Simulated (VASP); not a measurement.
A run of VASP 6.6.1 is set up as follows.

Contents of INCAR:

```
SYSTEM = Ba9S8
  ALGO = Normal
  EDIFF = 1E-6
  ENCUT = 520
  GGA = PE
  ISIF = 2
  ISMEAR = 0
  LASPH = .True.
  LCHARG = .False.
  LREAL = Auto
  LWAVE = .False.
  NBANDS = 83
  NELM = 60
  PREC = Accurate
  SIGMA = 0.02
```

KPOINTS

```
k-points
0
Gamma
  2 2 2
  0 0 0
```

The input POSCAR:

```
Ba9S8
1.0
    6.4285179485      0.0000000000      6.4285179485
    0.0000000000     -6.4285179485      6.4285179485
    6.4285179485     -6.4285179485      0.0000000000
Ba S
9 8
Direct
   -0.0045725158      0.5219370198      0.4956970682
   -0.0045647380     -0.0133561889      0.4957015794
    0.5045112304      0.5021995001      0.4908158498
    0.5805319406     -0.0070723922      0.4333247604
   -0.0094590231      0.5022032334      1.0047825256
   -0.0669570348     -0.0070472697      1.0807778022
    0.4973522709      0.4954709663      0.9976238771
    0.4973478375      0.0092969329      0.9976206882
    0.1991574124      1.0505886511      0.6993961961
    0.7478510659      0.7302678530      0.2481179975
    0.7478606327      0.2734760195      0.2481334754
    0.2501302031      0.7609365859      0.2277286167
    0.2507543749      0.2346609300      0.2796445486
    0.7275014300      0.7609131746      0.7504043760
    0.7793444057      0.2346762523      0.7510161034
    0.2540391912      0.6990980714      0.7543134419
    0.2540048909      0.2923247652      0.7542867639
```

Potentials or basis: VASP PAW PBE potentials, release 64 (Ba_sv, S).

Command:

```console
$ cat potpaw_PBE.64/Ba_sv/POTCAR potpaw_PBE.64/S/POTCAR > POTCAR
$ mpirun -np 1 vasp_std > vasp.out
```

(1) Estimate the band gap on the k mesh.

(2) What does it give for the largest force?

(3) Estimate the pressure.

## Answers

(1) zero (bands 69 and 70 overlap by 0.38 eV).

(2) 1.301 eV/Å.

(3) 4.7 GPa.

Caveat: the k points lie up to 0.42 Å⁻¹ apart; spin-orbit coupling is left out, which moves the levels of the heavy elements.
